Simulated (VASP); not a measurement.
**PtSe2: relaxation of cell and atoms with PBEsol**

The system is PtSe2.

```xyz
3
Lattice="3.7173 0.0000 0.0000 -1.8587 3.2193 0.0000 0.0000 0.0000 5.8201" Properties=species:S:1:pos:R:3 pbc="T T T"
Pt    0.0000    0.0000    0.0000
Se    1.8587    1.0731    4.5083
Se    0.0000    2.1462    1.3118
```

```yaml
Program: VASP 6.6.1
Task: relaxation of cell and atoms
Functional: PBEsol
Potentials_or_basis: VASP PAW PBE potentials, release 64 (Pt, Se)
Cutoff: 600 eV
k_mesh: 6 × 6 × 4
Occupations: fermi-dirac, width 0.03 eV
Spin: no spin polarisation
Dipole_correction: no
Further_INCAR_settings: ALGO = Normal; EDIFF = 1e-06; IBRION = 2; EDIFFG = -0.01; NSW = 100; ISIF = 3
```

| Quantity | Value |
| --- | --- |
| Relaxed volume | 19.86 Å³/atom |
| Relaxed cell | a = 3.757 Å, b = 3.757 Å, c = 4.876 Å, α = 90.00°, β = 90.00°, γ = 120.00° |
| Space group after relaxing (to 0.05 Å) | P-3m1 (No. 164) |
| Energy gained by relaxing | 26.6 meV/atom |
| Ionic steps | 30 |
| Pressure after relaxing | 0.0 GPa |
| Band gap on the k mesh | zero (band 11 reaches 7.28 eV, above the bottom of band 12 at 6.53 eV) |

Step by step:
| step | energy change (eV) | largest force (eV/Å) | pressure (GPa) | volume (Å³) |
| --- | --- | --- | --- | --- |
| 1 | 0.0000 | 0.2129 | -1.75 | 69.65 |
| 2 | 0.0087 | 0.4231 | 3.05 | 67.12 |
| 3 | -0.0069 | 0.0323 | 0.06 | 68.62 |
| 4 | -0.0092 | 0.0617 | -0.02 | 68.52 |
| 5 | -0.0123 | 0.1509 | -0.24 | 68.20 |
| 6 | -0.0146 | 0.1558 | -0.20 | 67.84 |
| 7 | -0.0218 | 0.1746 | -0.10 | 66.78 |
| 8 | -0.0366 | 0.2355 | 0.27 | 64.66 |
| 9 | -0.0621 | 0.4150 | 1.95 | 60.37 |
| 10 | 0.2709 | 0.0006 | 12.88 | 51.68 |
| 11 | -0.0344 | 0.7271 | 3.98 | 59.80 |
| 12 | 0.0001 | 0.6806 | 6.89 | 56.13 |
| 13 | -0.0292 | 0.8001 | 4.74 | 58.91 |
| 14 | -0.0208 | 0.7836 | 5.75 | 57.46 |
| 15 | -0.0266 | 0.8078 | 5.19 | 58.24 |
| 16 | -0.0267 | 0.8052 | 5.19 | 58.22 |
| 17 | -0.0273 | 0.7972 | 5.18 | 58.17 |
| 18 | -0.0282 | 0.7806 | 5.16 | 58.05 |
| 19 | -0.0296 | 0.7453 | 5.15 | 57.83 |
| 20 | -0.0304 | 0.6675 | 5.18 | 57.39 |
| 21 | -0.0318 | 0.6586 | 5.06 | 57.43 |
| 22 | -0.0361 | 0.6312 | 4.71 | 57.56 |
| 23 | -0.0437 | 0.5755 | 4.08 | 57.83 |
| 24 | -0.0560 | 0.4671 | 2.79 | 58.37 |
| 25 | -0.0689 | 0.2582 | 0.41 | 59.46 |
| 26 | -0.0698 | 0.1866 | -0.38 | 59.84 |
| 27 | -0.0707 | 0.1785 | -0.36 | 59.83 |
| 28 | -0.0732 | 0.1532 | -0.31 | 59.80 |
| 29 | -0.0769 | 0.1024 | -0.19 | 59.73 |
| 30 | -0.0799 | 0.0004 | 0.00 | 59.59 |

Final structure:
```
Pt Se
1.0
     3.75678    0.00000    0.00000
    -1.87839    3.25347    0.00000
     0.00000    0.00000    4.87568
Pt Se
1 2
Direct
  0.00000 0.00000 0.00000
  0.66667 0.33333 0.73877
  0.33333 0.66667 0.26123
```

Levels at points of the mesh, in eV from the Fermi level:
| k point | band 9 | band 10 | band 11 | band 12 | band 13 | band 14 |
| --- | --- | --- | --- | --- | --- | --- |
| (0.00, 0.00, 0.00) | -1.01 | -1.01 | 0.73 | 1.19 | 1.19 | 3.28 |
| (0.50, 0.00, 0.00) | -3.34 | -3.28 | -2.92 | 0.54 | 2.49 | 4.93 |
| (0.00, 0.00, 0.50) | -1.68 | -1.64 | -1.64 | 2.35 | 2.35 | 4.86 |
| (0.50, 0.00, 0.50) | -3.10 | -2.68 | -1.16 | 0.72 | 1.48 | 4.76 |

It took 6.1 min on 1 thread of Intel(R) Xeon(R) Platinum 8375C CPU @ 2.90GHz (Ice Lake) (shared host), peak memory 0.23 GiB.

Caveat: the PAW data sets were made with another functional, which shifts forces and pressure a little; spin-orbit coupling is left out, which moves the levels of the heavy elements; this functional lacks dispersion, which binds the layers, so the pressure and a relaxed spacing across them are unreliable.
